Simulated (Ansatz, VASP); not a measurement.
One calculation of Zr5N, two programs

```
Zr N
1.0
     2.95064    0.00000    0.00000
    -1.47532    2.55533    0.00000
     0.00000    0.00000   15.14538
Zr N
5 1
Direct
  0.66667 0.33333 0.81842
  0.33333 0.66667 0.65982
  0.66667 0.33333 0.50000
  0.33333 0.66667 0.34018
  0.66667 0.33333 0.18157
  0.33333 0.66667 0.00000
```

Change from the starting cell: species swapped into the CeMg5 type (P-6m2, No. 187).

Alike in both runs: task relaxation of cell and atoms; functional PBE; k mesh 6 × 6 × 1; occupations gaussian, width 0.1 eV; no spin polarisation.

|  | VASP | Ansatz |
| --- | --- | --- |
| version | VASP 6.6.1 | Ansatz 0.2.0 |
| potentials or method | VASP PAW PBE potentials, release 64 (Zr_sv, N), cutoff 600 eV | scalar-relativistic, plane waves, PAW |
| valence electrons in the cell | 65 | 65 |

|  | VASP | Ansatz | Ansatz less VASP |
| --- | --- | --- | --- |
| gap on the k mesh at the Fermi level, each at its own relaxed structure (eV) | none | none | - |
| relaxed volume (Å³/atom) | 19.80 | 19.76 | -0.036 |
| relaxed cell length with the largest relative difference (Å) | 3.180 | 3.176 | -0.0047 |

A gap of «none» marks a metal or a gap that the smearing closes.

The k mesh is coarse, so the values compare programs but aren't converged.
